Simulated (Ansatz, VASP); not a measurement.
Two plane-wave programs on Ge

File INCAR:

```
SYSTEM = Ge
  ALGO = Normal
  EDIFF = 1E-6
  ENCUT = 520
  GGA = PS
  ISIF = 2
  ISMEAR = 0
  LASPH = .TRUE.
  LCHARG = .FALSE.
  LREAL = .FALSE.
  LWAVE = .FALSE.
  NBANDS = 21
  NELM = 60
  PREC = Accurate
  SIGMA = 0.15
```

File KPOINTS:

```
k-points
0
G
  20 20 20
  0 0 0
```

The input POSCAR:

```
Ge
1.0
   -2.5744897190      2.5744897190      1.4323479593
    2.5744897190     -2.5744897190      1.4323479593
    2.5744897190      2.5744897190     -1.4323479593
Ge
2
Direct
    0.2500000000      0.7500000000      0.5000000000
    0.5000000000      0.5000000000      0.0000000000
```

Input for Ansatz:

```yaml
crystal:
  lattice:
    - [-2.574489719, 2.574489719, 1.4323479593]
    - [2.574489719, -2.574489719, 1.4323479593]
    - [2.574489719, 2.574489719, -1.4323479593]
  atoms:
    - { symbol: Ge, position: [0.25, 0.75, 0.5] }
    - { symbol: Ge, position: [0.5, 0.5, 0.0] }
basis:
  ecutwfc: 420
kpoints:
  mp_grid: { grid: [20, 20, 20] }
hamiltonian:
  xc: pbesol
scf:
  occupations: { method: gaussian, width: 0.15 }
output:
  forces: true
  stress: true
  eigenvalues: true
```

Change from the starting cell: strain +0.000 along x and y, +0.025 along z, atoms carried along.

Alike in both runs: task single point; functional PBEsol; k mesh 20 × 20 × 20; occupations gaussian, width 0.15 eV; no spin polarisation.

|  | VASP | Ansatz |
| --- | --- | --- |
| version | VASP 6.6.1 | Ansatz 0.2.0 |
| potentials or method | VASP PAW PBE potentials, release 64 (Ge_d), cutoff 520 eV | scalar-relativistic, plane waves, PAW |
| valence electrons in the cell | 28 | 28 |

Ansatz gave:

```
gap on the k mesh at the Fermi level (eV)                     : none
pressure (GPa)                                                : -2.4
traceless stress, the component that is largest in VASP (GPa) : -0.31
```

Task: Estimate VASP's values.

Result: gap on the k mesh at the Fermi level (eV): none; pressure (GPa): -2.5; traceless stress, the component that is largest in VASP (GPa): -0.28.

VASP's potentials were made for PBE, not for PBEsol. A gap of «none» marks a metal or a gap that the smearing closes. With one functional, cell and mesh, what is left measures potentials, basis and numerics.
